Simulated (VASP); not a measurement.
# Ge (Fd-3m) in VASP: single point with PBE

Aim: the single point of Ge with PBE.

Program: VASP 6.6.1. These are calculated values, not measurements. Logs are shortened: lines on timing, memory, paths and dates and some standing lists are left out, and cuts for length are marked.

## Step 1: The cell of the first run

The structure is cubic, space group Fd-3m (No. 227). The conventional cell has a = 5.764 Å, b = 5.764 Å, c = 5.764 Å, α = 90.00°, β = 90.00°, γ = 90.00°. Ge (site symmetry -43m) has 4 Ge at 2.50 Å within 3.3 Å.

## Step 2: Single point, PBE

Input file INCAR:

```
  PREC = Accurate
  ENCUT = 520
  EDIFF = 1E-7
  ISMEAR = -1
  SIGMA = 0.05
  LREAL = False
  LASPH = True
  NELM = 100
  ALGO = Normal
  ISIF = 2
  LWAVE = False
  LCHARG = False
  GGA = PE
  NBANDS = 21
```

Input file KPOINTS:

```
Automatic mesh
0
Gamma
  12 12 12
```

Input file POSCAR:

```
Ge
1.0
    0.0000000000      2.8821475996      2.8821475996
    2.8821475996      0.0000000000      2.8821475996
    2.8821475996      2.8821475996      0.0000000000
Ge
2
Direct
   -0.1250000000     -0.1250000000     -0.1250000000
    0.1250000000      0.1250000000      0.1250000000
```

Potentials or basis: VASP PAW PBE potentials, release 64 (Ge_d).

Command:

```bash
$ cat potpaw_PBE.64/Ge_d/POTCAR > POTCAR
$ mpirun -np 1 vasp_std > vasp.out
```

OUTCAR:

```text
PREC = Accurate
   ENCUT = 520
   EDIFF = 1E-7
   ISMEAR = -1
   LREAL = False
   LASPH = True
   NELM = 100
   ISIF = 2
   GGA = PE

 ion  position               nearest neighbor table
   1  0.875  0.875  0.875-   2 2.50   2 2.50   2 2.50   2 2.50
   2  0.125  0.125  0.125-   1 2.50   1 2.50   1 2.50   1 2.50

  LATTYP: Found a face centered cubic cell.
 ALAT       =     5.7642951992

  Lattice vectors:

 A1 = (   0.0000000000,   2.8821475996,   2.8821475996)
 A2 = (   2.8821475996,   0.0000000000,   2.8821475996)
 A3 = (   2.8821475996,   2.8821475996,   0.0000000000)

Analysis of symmetry for initial positions (statically):
=====================================================================
 Subroutine PRICEL returns:
 Original cell was already a primitive cell.

 Routine SETGRP: Setting up the symmetry group for a
 face centered cubic supercell.

 Subroutine GETGRP returns: Found 48 space group operations
 (whereof 12 operations were pure point group operations)
 out of a pool of 48 trial point group operations.

The static configuration has the point symmetry D_3d.
 The point group associated with its full space group is O_h .

Analysis of symmetry for dynamics (positions and initial velocities):
=====================================================================
 Subroutine PRICEL returns:
 Original cell was already a primitive cell.

 Routine SETGRP: Setting up the symmetry group for a
 face centered cubic supercell.

 Subroutine GETGRP returns: Found 48 space group operations
 (whereof 12 operations were pure point group operations)
 out of a pool of 48 trial point group operations.

The dynamic configuration has the point symmetry D_3d.
 The point group associated with its full space group is O_h .

 Subroutine INISYM returns: Found 48 space group operations
 (whereof 12 operations are pure point group operations),
 and found     1 'primitive' translations

----------------------------------------------------------------------------------------

                                     Primitive cell

  volume of cell :      47.8827

  direct lattice vectors                    reciprocal lattice vectors
     0.000000000  2.882147600  2.882147600    -0.173481747  0.173481747  0.173481747
     2.882147600  0.000000000  2.882147600     0.173481747 -0.173481747  0.173481747
[... 78 lines left out ...]
   ICHARG =      2    charge: 1-file 2-atom 10-const
   ISPIN  =      1    spin polarized calculation?
   LNONCOLLINEAR =      F non collinear calculations
   LSORBIT =      F    spin-orbit coupling
   LASPH  =      T    aspherical Exc in radial PAW
   ENCUT  =  520.0 eV  38.22 Ry    6.18 a.u.   7.58  7.58  7.58*2*pi/ulx,y,z
   NELM   =    100;   NELMIN=  2; NELMDL= -5     # of ELM steps
   EDIFF  = 0.1E-06   stopping-criterion for ELM
   LREAL  =      F    real-space projection
   EDIFFG = 0.1E-05   stopping-criterion for IOM
   NSW    =      0    number of steps for IOM
   IBRION =     -1    ionic relax: 0-MD 1-quasi-New 2-CG
   NFREE  =      0    steps in history (QN), initial steepest desc. (CG)
   ISIF   =      2    stress and relaxation
   ISYM   =      2    0-nonsym 1-usesym 2-fastsym
   POTIM  = 0.5000    time-step for ionic-motion
   TEBEG  =    0.0;   TEEND  =   0.0 temperature during run
   PSTRESS=    0.0 pullay stress
   NELECT =      28.0000    total number of electrons
   NUPDOWN=      -1.0000    fix difference up-down
   EMIN   =  10.00;   EMAX   =-10.00  energy-range for DOS
   EFERMI =   0.00;   METHOD = LEGACY
   ISMEAR =    -1;   SIGMA  =   0.05  broadening in eV -4-tet -1-fermi 0-gaus
   EFERMI_NEDOS =   21; number of points for ismear=-14 and -15
   IALGO  =     38    algorithm
   IMIX   =      4    mixing-type and parameters
     AMIX     =   0.40;   BMIX     =  1.00
     AMIX_MAG =   1.60;   BMIX_MAG =  1.00
  volume/ion in A,a.u.               =      23.94       161.56
  Fermi-wavevector in a.u.,A,eV,Ry     =   1.368993  2.587022 25.499255  1.874142
  Thomas-Fermi vector in A             =   2.494908
   LORBIT       =      0    0 simple, 1 ext, 2 COOP (PROOUT), +10 PAW based schemes
   GGA     = PE    functional components
   LHFCALC =     F    Hartree Fock is set to
   AEXX    =    0.0000 exact exchange contribution
   IVDW    =     0    specifies the selected vdW correction
   LEPSILON=     F    determine dielectric tensor
   LRPA    =     F    only Hartree local field effects (RPA)
 non-spin polarized calculation
  energy-cutoff  :      520.00
  volume of cell :       47.88
 maximum number of plane-waves:      1308
   NGX = 15   NGY = 15   NGZ = 15

 number of electron      28.0000015 magnetization

 Free energy of the ion-electron system (eV)
  ---------------------------------------------------
  ext. energy  EPLUGINS =         0.00000000
  ---------------------------------------------------
  free energy    TOTEN  =        -9.03634232 eV

  energy without entropy =       -9.03550755  energy(sigma->0) =       -9.03592493

 E-fermi :   4.4455     XC(G=0):  -9.6625

 val. band max:        4.3080941908   @ k =   0.0833   0.0000   0.0000
 cond. band min:       4.4620946515   @ k =   0.0000   0.0000   0.0000
 fundamental gap:      0.1540004607
 Fermi energy:         4.4455107777

 k-point     1 :       0.0000    0.0000    0.0000
  band No.  band energies     occupation
      1     -20.2817      2.00000
      2     -20.2817      2.00000
      3     -20.2817      2.00000
      4     -20.2497      2.00000
      5     -20.2497      2.00000
      6     -20.0675      2.00000
[... 565 lines left out ...]
     20      13.9530      0.00000
     21      14.5652      0.00000

 [... further k-points ...]

------------------------ aborting loop because EDIFF is reached ----------------------------------------

  FORCE on cell =-STRESS in cart. coord.  units (eV):
  Direction    XX          YY          ZZ          XY          YZ          ZX
  --------------------------------------------------------------------------------------
  -------------------------------------------------------------------------------------
  Total       -0.0541457     -0.0541457     -0.0541457     -0.0000000     -0.0000000      0.0000000
  in kB       -1.8117408     -1.8117408     -1.8117408     -0.0000000     -0.0000000      0.0000000
  external PRESSURE =      -1.8117408 kB  Pullay stress =       0.0000000 kB

 VOLUME and BASIS-vectors are now :
 -----------------------------------------------------------------------------
  energy-cutoff  :      520.00
  volume of cell :       47.88
      direct lattice vectors                 reciprocal lattice vectors
     0.000000000  2.882147600  2.882147600    -0.173481747  0.173481747  0.173481747
     2.882147600  0.000000000  2.882147600     0.173481747 -0.173481747  0.173481747
     2.882147600  2.882147600  0.000000000     0.173481747  0.173481747 -0.173481747

 POSITION                                       TOTAL-FORCE (eV/Angst)
 -----------------------------------------------------------------------------------
      5.04376      5.04376      5.04376         0.000000      0.000000      0.000000
      0.72054      0.72054      0.72054        -0.000000     -0.000000     -0.000000
 -----------------------------------------------------------------------------------
    total drift:                               -0.000000      0.000000      0.000000

  FREE ENERGIE OF THE ION-ELECTRON SYSTEM (eV)
  ---------------------------------------------------
  free  energy   TOTEN  =        -9.0363423155 eV

  energy  without entropy=       -9.0355075505  energy(sigma->0) =       -9.03592493
```

OSZICAR:

```text
N       E                     dE             d eps       ncg     rms          rms(c)
DAV:   1     0.185156467293E+03    0.18516E+03   -0.14622E+04  3348   0.354E+03
DAV:   2     0.181446172117E+02   -0.16701E+03   -0.16213E+03  3044   0.606E+02
DAV:   3    -0.822804512261E+01   -0.26373E+02   -0.26228E+02  3479   0.141E+02
DAV:   4    -0.909254202836E+01   -0.86450E+00   -0.86407E+00  3399   0.300E+01
DAV:   5    -0.910698489815E+01   -0.14443E-01   -0.14442E-01  3464   0.430E+00    0.296E+00
DAV:   6    -0.905975079052E+01    0.47234E-01   -0.19423E-02  3695   0.149E+00    0.176E+00
DAV:   7    -0.903451806392E+01    0.25233E-01   -0.40762E-02  3273   0.191E+00    0.142E-01
DAV:   8    -0.903609588045E+01   -0.15778E-02   -0.53902E-03  3404   0.929E-01    0.423E-02
DAV:   9    -0.903631687402E+01   -0.22099E-03   -0.26162E-04  3374   0.184E-01    0.131E-02
DAV:  10    -0.903633979716E+01   -0.22923E-04   -0.39099E-05  3772   0.616E-02    0.583E-03
DAV:  11    -0.903634235470E+01   -0.25575E-05   -0.59778E-06  3407   0.347E-02    0.162E-03
DAV:  12    -0.903634231552E+01    0.39174E-07   -0.20929E-07  2806   0.744E-03
   1 F= -.90363423E+01 E0= -.90359249E+01  d E =-.834765E-03
```

stdout:

```text
POSCAR found type information on POSCAR Ge
 POSCAR found :  1 types and       2 ions
 scaLAPACK will be used
 LDA part: xc-table for (Slater+PW92), standard interpolation
 POSCAR, INCAR and KPOINTS ok, starting setup
 FFT: planning ... GRIDC
 FFT: planning ... GRID_SOFT
 FFT: planning ... GRID
 WAVECAR not read
 entering main loop
```

Wall time 89 s (1 thread of Intel Xeon Platinum 8259CL at 2.50GHz (Skylake/Cascade Lake), shared host); peak memory 0.19 GiB.

Results:

```
Free energy            : -9.0363 eV
Pressure               : -0.2 GPa
Band gap on the k mesh : zero (filled and empty bands touch)
```
